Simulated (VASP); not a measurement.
The system is MgO.

```xyz
2
Lattice="0.0000 2.0970 2.0970 2.0970 0.0000 2.0970 2.0970 2.0970 0.0000" Properties=species:S:1:pos:R:3 pbc="T T T"
Mg    0.0000    0.0000    0.0000
O     2.0970    2.0970    2.0970
```

| Property | Result |
| --- | --- |
| Program | VASP 6.6.1 |
| Task | relaxation of cell and atoms |
| Functional | RPBE |
| Dispersion | D3(BJ) |
| Potentials or basis | VASP PAW PBE potentials, release 64 (Mg_sv, O) |
| Cutoff | 840 eV |
| k mesh | 11 × 11 × 11 |
| Occupations | fermi-dirac, width 0.05 eV |
| Spin | no spin polarisation |

At the start: pressure -14.6 GPa; volume 9.22 Å³/atom.

**Question.** Where does the relaxation end?

**Answer.** Over 3 steps the energy falls by 35.7 meV/atom and the volume is 8.49 Å³/atom (-7.9 %); space group Fm-3m (No. 225, to 0.1 Å) before and after.

Step by step:
```csv
step,energy change (eV),largest force (eV/Å),pressure (GPa),volume (Å³)
1,0.0000,0.0000,-14.59,18.44
2,-0.0518,0.0000,9.38,16.29
3,-0.0714,0.0000,-0.01,16.98
```

Final structure:
```cif
data_structure
_symmetry_space_group_name_H-M 'P 1'
_symmetry_Int_Tables_number 1
_cell_length_a 2.8851
_cell_length_b 2.8851
_cell_length_c 2.8851
_cell_angle_alpha 60.000
_cell_angle_beta 60.000
_cell_angle_gamma 60.000
_cell_volume 16.98
loop_
_atom_site_label
_atom_site_type_symbol
_atom_site_fract_x
_atom_site_fract_y
_atom_site_fract_z
_atom_site_occupancy
Mg1 Mg 0.00000 0.00000 0.00000 1
O1 O 0.50000 0.50000 0.50000 1
```

Caveat: the dispersion term is far too large for a dense solid, which distorts pressure and volume; the PAW data sets were made with another functional, which shifts forces and pressure a little.
